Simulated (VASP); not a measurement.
# TiAl (P-6m2) in VASP: further runs, part 2 of 3

VASP 6.6.1. The steps go on from the part before.

### 3 Single point, PBE

This run uses another cell than the first one, of 15.70 Å³/atom, 1.004 times its volume.

Input file INCAR:

```
PREC = Accurate ; ENCUT = 520
EDIFF = 1E-7 ; ISMEAR = 0
SIGMA = 0.15 ; LREAL = F
LASPH = T ; NELM = 80
ALGO = Normal ; ISIF = 2
LWAVE = F ; LCHARG = T
GGA = PE ; LELF = T
LVHAR = T ; NBANDS = 14
```

Input file KPOINTS:

```
Automatic mesh
0
Gamma
  18 18 10
```

Input file POSCAR:

```
TiAl
1.0
    2.8809683428      0.0000000000      0.0000000000
   -1.4404841714      2.4949917724      0.0000000000
    0.0000000000      0.0000000000      4.3695000000
Ti Al
1 1
Direct
    0.0000000000      0.0000000000      0.0000000000
    0.3333333333      0.6666666667      0.5000000000
```

Potentials or basis: VASP PAW PBE potentials, release 64 (Ti_sv, Al).

On the command line:

```console
cat potpaw_PBE.64/Ti_sv/POTCAR potpaw_PBE.64/Al/POTCAR > POTCAR
mpirun -np 1 vasp_std > vasp.out
```

OUTCAR:

```text
PREC = Accurate
   ENCUT = 520
   EDIFF = 1E-7
   ISMEAR = 0
   LREAL = F
   LASPH = T
   NELM = 80
   ISIF = 2
   GGA = PE

 ion  position               nearest neighbor table
   1  0.000  0.000  0.000-   2 2.75   2 2.75   2 2.75   2 2.75   2 2.75   2 2.75
   2  0.333  0.667  0.500-   1 2.75   1 2.75   1 2.75   1 2.75   1 2.75   1 2.75

  LATTYP: Found a hexagonal cell.
 ALAT       =     2.8809683428
 C/A-ratio  =     1.5166775473

  Lattice vectors:

 A1 = (   2.8809683428,   0.0000000000,   0.0000000000)
 A2 = (  -1.4404841714,   2.4949917724,   0.0000000000)
 A3 = (   0.0000000000,   0.0000000000,   4.3695000000)

Analysis of symmetry for initial positions (statically):
=====================================================================
 Subroutine PRICEL returns:
 Original cell was already a primitive cell.

 Routine SETGRP: Setting up the symmetry group for a
 hexagonal supercell.

 Subroutine GETGRP returns: Found 12 space group operations
 (whereof 12 operations were pure point group operations)
 out of a pool of 24 trial point group operations.

[... 167 lines left out ...]
 fundamental gap:      0.0049621994
 Fermi energy:         8.4205835604

 k-point     1 :       0.0000    0.0000    0.0000
  band No.  band energies     occupation
      1     -47.9970      2.00000
      2     -24.3384      2.00000
      3     -23.9179      2.00000
      4     -23.9179      2.00000
      5      -0.6392      2.00000
      6       6.3254      2.00000
      7       7.2141      2.00000
      8       9.7031      0.00000
      9       9.7031      0.00000
     10      11.1496      0.00000
     11      11.1496      0.00000
     12      13.5222      0.00000
     13      21.0201      0.00000
     14      21.0201      0.00000
[... 377 lines left out ...]
      1     -47.9063      2.00000
      2     -24.4402      2.00000
      3     -24.2457      2.00000
      4     -24.0835      2.00000
      5       4.0056      2.00000
      6       6.2366      2.00000
      7       7.0014      2.00000
      8       7.6207      2.00000
      9       9.9589      0.00000
     10      11.7133      0.00000
     11      12.8091      0.00000
     12      13.6418      0.00000
     13      14.1387      0.00000
     14      15.4088      0.00000

 [... further k-points ...]
[... 5 lines left out ...]
  --------------------------------------------------------------------------------------
  -------------------------------------------------------------------------------------
  Total        1.0271986      1.0271986      3.0222509      0.0000000      0.0000000      0.0000000
  in kB       52.3993210     52.3993210    154.1706682      0.0000000      0.0000000      0.0000000
  external PRESSURE =      86.3231034 kB  Pullay stress =       0.0000000 kB

 VOLUME and BASIS-vectors are now :
 -----------------------------------------------------------------------------
  energy-cutoff  :      520.00
  volume of cell :       31.41
      direct lattice vectors                 reciprocal lattice vectors
     2.880968343  0.000000000  0.000000000     0.347105515  0.200401462  0.000000000
    -1.440484171  2.494991772  0.000000000     0.000000000  0.400802925  0.000000000
     0.000000000  0.000000000  4.369500000     0.000000000  0.000000000  0.228859137

 POSITION                                       TOTAL-FORCE (eV/Angst)
 -----------------------------------------------------------------------------------
      0.00000      0.00000      0.00000        -0.000000     -0.000000      0.000000
     -0.00000      1.66333      2.18475         0.000000      0.000000      0.000000
 -----------------------------------------------------------------------------------
    total drift:                                0.000000     -0.000000      0.000000

  FREE ENERGIE OF THE ION-ELECTRON SYSTEM (eV)
  ---------------------------------------------------
  free  energy   TOTEN  =       -12.0062603314 eV

  energy  without entropy=      -11.9762268075  energy(sigma->0) =      -11.99124357
```

OSZICAR:

```text
N       E                     dE             d eps       ncg     rms          rms(c)
DAV:   1     0.997948098885E+02    0.99795E+02   -0.70626E+03  6222   0.109E+03
DAV:   2    -0.788376022720E+01   -0.10768E+03   -0.10340E+03  6372   0.299E+02
DAV:   3    -0.134099466648E+02   -0.55262E+01   -0.54033E+01  9412   0.651E+01
DAV:   4    -0.135678832290E+02   -0.15794E+00   -0.15762E+00  6996   0.967E+00
DAV:   5    -0.135738323494E+02   -0.59491E-02   -0.59487E-02  9342   0.175E+00    0.981E+00
DAV:   6    -0.122212458268E+02    0.13526E+01   -0.59997E+00  6966   0.305E+01    0.357E+00
DAV:   7    -0.120253041625E+02    0.19594E+00   -0.63096E-01  6768   0.937E+00    0.208E+00
DAV:   8    -0.120110150124E+02    0.14289E-01   -0.15116E-01  7344   0.446E+00    0.824E-01
DAV:   9    -0.120097714310E+02    0.12436E-02   -0.56934E-02  6764   0.342E+00    0.498E-01
DAV:  10    -0.120062636971E+02    0.35077E-02   -0.79929E-03  6760   0.119E+00    0.888E-02
DAV:  11    -0.120062827156E+02   -0.19018E-04   -0.13261E-03  8422   0.383E-01    0.642E-02
DAV:  12    -0.120062715723E+02    0.11143E-04   -0.56847E-05  6600   0.772E-02    0.388E-02
DAV:  13    -0.120062622550E+02    0.93173E-05   -0.12454E-05  7544   0.432E-02    0.176E-02
DAV:  14    -0.120062605345E+02    0.17205E-05   -0.36692E-06  7276   0.180E-02    0.468E-03
DAV:  15    -0.120062604135E+02    0.12101E-06   -0.30570E-07  6492   0.543E-03    0.218E-03
DAV:  16    -0.120062603314E+02    0.82095E-07   -0.26299E-08  3510   0.189E-03
   1 F= -.12006260E+02 E0= -.11991244E+02  d E =-.300335E-01
```

stdout:

```text
POSCAR found type information on POSCAR TiAl
 POSCAR found :  2 types and       2 ions
 scaLAPACK will be used
 LDA part: xc-table for (Slater+PW92), standard interpolation
 POSCAR, INCAR and KPOINTS ok, starting setup
 FFT: planning ... GRIDC
 FFT: planning ... GRID_SOFT
 FFT: planning ... GRID
 WAVECAR not read
 entering main loop
```

It took 56 s on 1 thread of Intel Xeon Platinum 8488C (Sapphire Rapids), shared host; peak memory 0.22 GiB.

What came out:

| Property | Result |
| --- | --- |
| Free energy | -12.0063 eV |
| Pressure | 8.6 GPa |

Stress tensor (GPa, compression positive):
```
 5.24  0.00  0.00
 0.00  5.24  0.00
 0.00  0.00 15.42
```

Levels at points of the mesh, in eV from the Fermi level:
```csv
k point,band 6,band 7,band 8,band 9,band 10,band 11
"(0.00, 0.00, 0.00)",-2.10,-1.21,1.28,1.28,2.73,2.73
"(0.50, 0.00, 0.00)",-2.99,-1.56,-0.96,2.03,3.97,4.49
"(0.00, 0.00, 0.50)",-5.25,-0.06,1.31,1.31,2.59,2.59
"(0.50, 0.00, 0.50)",-2.34,-1.89,0.52,1.13,1.71,3.73
```

### 4 Single point, PBE

This run uses another cell than the first one, of 15.80 Å³/atom, 1.010 times its volume.

Input file INCAR:

```
SYSTEM = TiAl
ALGO = Normal
EDIFF = 1E-6
ENCUT = 520
GGA = PE
ISIF = 2
ISMEAR = 0
LASPH = .TRUE.
LCHARG = .FALSE.
LREAL = .FALSE.
LWAVE = .FALSE.
NBANDS = 14
NELM = 80
PREC = Accurate
SIGMA = 0.15
```

Input file KPOINTS:

```
k-points
0
G
  18 18 10
  0 0 0
```

Input file POSCAR:

```
TiAl
1.0
    2.8450000000      0.0000000000      0.0000000000
   -1.4225000000      2.4638422738      0.0000000000
    0.0000000000      0.0000000000      4.5090000000
Ti Al
1 1
Direct
    0.0000000000      0.0000000000      0.0000000000
    0.3333333333      0.6666666667      0.5000000000
```

Potentials or basis: VASP PAW PBE potentials, release 64 (Ti_sv, Al).

On the command line:

```console
cat potpaw_PBE.64/Ti_sv/POTCAR potpaw_PBE.64/Al/POTCAR > POTCAR
mpirun -np 1 vasp_std > vasp.out
```

OUTCAR:

```text
SYSTEM = TiAl
   EDIFF = 1E-6
   ENCUT = 520
   GGA = PE
   ISIF = 2
   ISMEAR = 0
   LASPH = .TRUE.
   LREAL = .FALSE.
   NELM = 80
   PREC = Accurate

 ion  position               nearest neighbor table
   1  0.000  0.000  0.000-   2 2.79   2 2.79   2 2.79   2 2.79   2 2.79   2 2.79
   2  0.333  0.667  0.500-   1 2.79   1 2.79   1 2.79   1 2.79   1 2.79   1 2.79

  LATTYP: Found a hexagonal cell.
 ALAT       =     2.8450000000
 C/A-ratio  =     1.5848857645

  Lattice vectors:

 A1 = (   2.8450000000,   0.0000000000,   0.0000000000)
 A2 = (  -1.4225000000,   2.4638422738,   0.0000000000)
 A3 = (   0.0000000000,   0.0000000000,   4.5090000000)

Analysis of symmetry for initial positions (statically):
=====================================================================
 Subroutine PRICEL returns:
 Original cell was already a primitive cell.

 Routine SETGRP: Setting up the symmetry group for a
 hexagonal supercell.

 Subroutine GETGRP returns: Found 12 space group operations
 (whereof 12 operations were pure point group operations)
 out of a pool of 24 trial point group operations.

The static configuration has the point symmetry D_3h.

Analysis of symmetry for dynamics (positions and initial velocities):
=====================================================================
 Subroutine PRICEL returns:
 Original cell was already a primitive cell.

 Routine SETGRP: Setting up the symmetry group for a
 hexagonal supercell.

 Subroutine GETGRP returns: Found 12 space group operations
 (whereof 12 operations were pure point group operations)
 out of a pool of 24 trial point group operations.

The dynamic configuration has the point symmetry D_3h.

 Subroutine INISYM returns: Found 12 space group operations
 (whereof 12 operations are pure point group operations),
 and found     1 'primitive' translations

----------------------------------------------------------------------------------------

                                     Primitive cell

  volume of cell :      31.6064
[... 119 lines left out ...]
   LRPA    =     F    only Hartree local field effects (RPA)
 non-spin polarized calculation
 Gauss-broadening in eV      SIGMA  =   0.15
  energy-cutoff  :      520.00
  volume of cell :       31.61
 maximum number of plane-waves:       868
 NGX is ok and might be reduce to    24
   NGX = 11   NGY = 11   NGZ = 17

 number of electron      15.0000003 magnetization

 Free energy of the ion-electron system (eV)
  ---------------------------------------------------
  ext. energy  EPLUGINS =         0.00000000
  ---------------------------------------------------
  free energy    TOTEN  =       -12.05684480 eV

  energy without entropy =      -12.02849405  energy(sigma->0) =      -12.04266943

 E-fermi :   8.3857     XC(G=0): -11.1562

 val. band max:        8.3852811842   @ k =   0.3333   0.3333   0.3000
 cond. band min:       8.3862196116   @ k =   0.2222   0.1111   0.5000
 fundamental gap:      0.0009384274
 Fermi energy:         8.3857128124

 k-point     1 :       0.0000    0.0000    0.0000
  band No.  band energies     occupation
      1     -48.0297      2.00000
      2     -24.3615      2.00000
      3     -23.9142      2.00000
      4     -23.9142      2.00000
      5      -0.7356      2.00000
      6       6.1430      2.00000
      7       6.7760      2.00000
      8       9.7068      0.00000
      9       9.7068      0.00000
     10      11.2405      0.00000
     11      11.2405      0.00000
     12      12.9051      0.00000
     13      21.3901      0.00000
     14      21.3901      0.00000
[... 377 lines left out ...]
      1     -47.9250      2.00000
      2     -24.4972      2.00000
      3     -24.2576      2.00000
      4     -24.0988      2.00000
      5       4.0314      2.00000
      6       6.3273      2.00000
      7       6.9163      2.00000
      8       7.5797      2.00000
      9       9.9980      0.00000
     10      11.6605      0.00000
     11      12.7179      0.00000
     12      13.3488      0.00000
     13      14.1447      0.00000
     14      15.2723      0.00000

 [... further k-points ...]

------------------------ aborting loop because EDIFF is reached ----------------------------------------

  FORCE on cell =-STRESS in cart. coord.  units (eV):
  Direction    XX          YY          ZZ          XY          YZ          ZX
  --------------------------------------------------------------------------------------
  -------------------------------------------------------------------------------------
  Total        1.0987624      1.0987624      1.8668827      0.0000000      0.0000000      0.0000000
  in kB       55.6979166     55.6979166     94.6350919      0.0000000      0.0000000      0.0000000
  external PRESSURE =      68.6769750 kB  Pullay stress =       0.0000000 kB

 VOLUME and BASIS-vectors are now :
 -----------------------------------------------------------------------------
  energy-cutoff  :      520.00
  volume of cell :       31.61
      direct lattice vectors                 reciprocal lattice vectors
     2.845000000  0.000000000  0.000000000     0.351493849  0.202935068  0.000000000
    -1.422500000  2.463842274  0.000000000     0.000000000  0.405870137  0.000000000
     0.000000000  0.000000000  4.509000000     0.000000000  0.000000000  0.221778665

 POSITION                                       TOTAL-FORCE (eV/Angst)
 -----------------------------------------------------------------------------------
      0.00000      0.00000      0.00000        -0.000000      0.000000      0.000000
     -0.00000      1.64256      2.25450         0.000000     -0.000000      0.000000
 -----------------------------------------------------------------------------------
    total drift:                                0.000000     -0.000000      0.000000

  FREE ENERGIE OF THE ION-ELECTRON SYSTEM (eV)
  ---------------------------------------------------
  free  energy   TOTEN  =       -12.0568448033 eV

  energy  without entropy=      -12.0284940508  energy(sigma->0) =      -12.04266943
```

OSZICAR:

```text
N       E                     dE             d eps       ncg     rms          rms(c)
DAV:   1     0.102268428543E+03    0.10227E+03   -0.71247E+03  6222   0.109E+03
DAV:   2    -0.767905733185E+01   -0.10995E+03   -0.10587E+03  6528   0.303E+02
DAV:   3    -0.133834563226E+02   -0.57044E+01   -0.55859E+01  9256   0.662E+01
DAV:   4    -0.135425713608E+02   -0.15912E+00   -0.15884E+00  7066   0.994E+00
DAV:   5    -0.135486992285E+02   -0.61279E-02   -0.61274E-02  9212   0.185E+00    0.965E+00
DAV:   6    -0.123076867736E+02    0.12410E+01   -0.58364E+00  6972   0.300E+01    0.368E+00
DAV:   7    -0.120774136990E+02    0.23027E+00   -0.67087E-01  6786   0.957E+00    0.212E+00
DAV:   8    -0.120609248640E+02    0.16489E-01   -0.15902E-01  7266   0.459E+00    0.819E-01
DAV:   9    -0.120596133401E+02    0.13115E-02   -0.51228E-02  6800   0.324E+00    0.456E-01
DAV:  10    -0.120568012796E+02    0.28121E-02   -0.76907E-03  6782   0.115E+00    0.668E-02
DAV:  11    -0.120568621505E+02   -0.60871E-04   -0.89564E-04  8728   0.297E-01    0.594E-02
DAV:  12    -0.120568538099E+02    0.83406E-05   -0.37205E-05  6788   0.590E-02    0.362E-02
DAV:  13    -0.120568456192E+02    0.81907E-05   -0.13450E-05  7296   0.451E-02    0.132E-02
DAV:  14    -0.120568448033E+02    0.81586E-06   -0.15705E-06  5458   0.115E-02
   1 F= -.12056845E+02 E0= -.12042669E+02  d E =-.283508E-01
```

Wall time 52 s (1 thread of Intel Xeon Platinum 8488C (Sapphire Rapids), shared host); peak memory 0.23 GiB.

What came out:

```yaml
Free_energy: -12.0568 eV
Pressure: 6.9 GPa
```

Levels at points of the mesh, in eV from the Fermi level:
| k point | band 5 | band 6 | band 7 | band 8 | band 9 | band 10 | band 11 | band 12 |
| --- | --- | --- | --- | --- | --- | --- | --- | --- |
| (0.00, 0.00, 0.00) | -9.12 | -2.24 | -1.61 | 1.32 | 1.32 | 2.85 | 2.85 | 4.52 |
| (0.50, 0.00, 0.00) | -3.87 | -2.89 | -1.60 | -1.01 | 2.14 | 4.10 | 4.38 | 4.44 |
| (0.00, 0.00, 0.50) | -8.10 | -5.33 | -0.31 | 1.34 | 1.34 | 2.75 | 2.75 | 7.45 |
| (0.50, 0.00, 0.50) | -3.83 | -2.41 | -1.90 | 0.57 | 1.04 | 1.90 | 3.36 | 4.10 |

(Part 2 of 3 ends here.)
